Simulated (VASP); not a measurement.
Input of a VASP 6.6.1 run:

The input INCAR:

```
ALGO = Normal
EDIFF = 1E-8
ENCUT = 520
ISIF = 2
ISMEAR = -1
LASPH = True
LCHARG = False
LEFG = True
LREAL = False
LWAVE = False
NBANDS = 22
NELM = 60
PREC = Accurate
SIGMA = 0.05
```

File KPOINTS:

```
k-points
0
Gamma
  10 10 11
```

Contents of POSCAR:

```
ScAl
1.0
    2.1633990000     -5.2502190000      0.0000000000
    2.1633990000      5.2502190000      0.0000000000
    0.0000000000      0.0000000000      3.7712920000
Sc Al
2 2
Direct
    0.8646810000      0.1353190000      0.7500000000
    0.1353190000      0.8646810000      0.2500000000
    0.5845050000      0.4154950000      0.7500000000
    0.4154950000      0.5845050000      0.2500000000
```

Potentials or basis: VASP PAW LDA potentials, release 64 (Sc_sv, Al).

Run with:

```console
$ cat potpaw_LDA.64/Sc_sv/POTCAR potpaw_LDA.64/Al/POTCAR > POTCAR
$ mpirun -np 1 vasp_std > vasp.out
```

(1) Predict the band gap on the k mesh.

(2) Estimate the pressure.

Results:

(1) zero (bands 14 and 15 overlap by 1.18 eV).

(2) -4.2 GPa.

Caveat: the cell stands under tension; without QUAD_EFG the Cq values of the log hold for a quadrupole moment of 1 mb, not for the nuclei.
